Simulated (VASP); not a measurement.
Write the native input for VASP 6.6.1 that does the following.

| Property | Result |
| --- | --- |
| Task | single point |
| Functional | r2SCAN |
| Potentials or basis | VASP PAW PBE potentials, release 64 (Li_sv, H) |
| Cutoff | 830 eV |
| k mesh | 10 × 10 × 10 |
| Occupations | gaussian, width 0.05 eV |
| Spin | no spin polarisation |
| Dipole correction | no |
| Further INCAR settings | ALGO = Normal; EDIFF = 1e-06; NBANDS = 9 |

The system is LiH.

```
CELL_PARAMETERS angstrom
0.00000 1.95120 1.86990
1.95120 0.00000 1.86990
1.95120 1.95120 0.00000
ATOMIC_POSITIONS crystal
Li 0.00000 0.00000 0.00000
H 0.50000 0.50000 0.50000
```

This cell differs from its parent crystal: strain -0.040 along x and y, -0.080 along z.

The input as run:

POSCAR

```
LiH
1.0
    0.0000000000      1.9512000000      1.8699000000
    1.9512000000      0.0000000000      1.8699000000
    1.9512000000      1.9512000000      0.0000000000
Li H
1 1
Direct
    0.0000000000      0.0000000000      0.0000000000
    0.5000000000      0.5000000000      0.5000000000
```

INCAR.step1

```
SYSTEM = LiH
PREC = Accurate
ENCUT = 830
ISMEAR = 0
SIGMA = 0.05
LREAL = .FALSE.
LASPH = .TRUE.
NELM = 120
NBANDS = 9
GGA = PE
ALGO = Normal
EDIFF = 1E-5
LWAVE = .TRUE.
LCHARG = .FALSE.
GGA_COMPAT = .FALSE.
```

INCAR.step2

```
SYSTEM = LiH
PREC = Accurate
ENCUT = 830
EDIFF = 1E-6
ISMEAR = 0
SIGMA = 0.05
LREAL = .FALSE.
LASPH = .TRUE.
NELM = 120
ALGO = Normal
ISIF = 2
LWAVE = .FALSE.
LCHARG = .FALSE.
METAGGA = R2SCAN
LMIXTAU = .TRUE.
NBANDS = 9
ISTART = 1
GGA_COMPAT = .FALSE.
```

KPOINTS

```
Automatic mesh
0
G
  10 10 10
  0 0 0
```

Potentials or basis: VASP PAW PBE potentials, release 64 (Li_sv, H).

Command:

```sh
$ cat potpaw_PBE.64/Li_sv/POTCAR potpaw_PBE.64/H/POTCAR > POTCAR
$ cp INCAR.step1 INCAR
$ mpirun -np 1 vasp_std > vasp.out
$ cp INCAR.step2 INCAR
$ mpirun -np 1 vasp_std > vasp.out
```

Results of the run:

The pressure is 5.0 GPa and the band gap on the k mesh is 3.06 eV (least direct gap 3.40 eV).

Caveat: the cell differs from its parent crystal (strain -0.040 along x and y, -0.080 along z); the cell stands under pressure; the PAW data sets were made with another functional, which shifts forces and pressure a little.

Run time: 5.9 min on 1 thread of AMD EPYC 7R13 (shared host), peak memory 0.14 GiB.
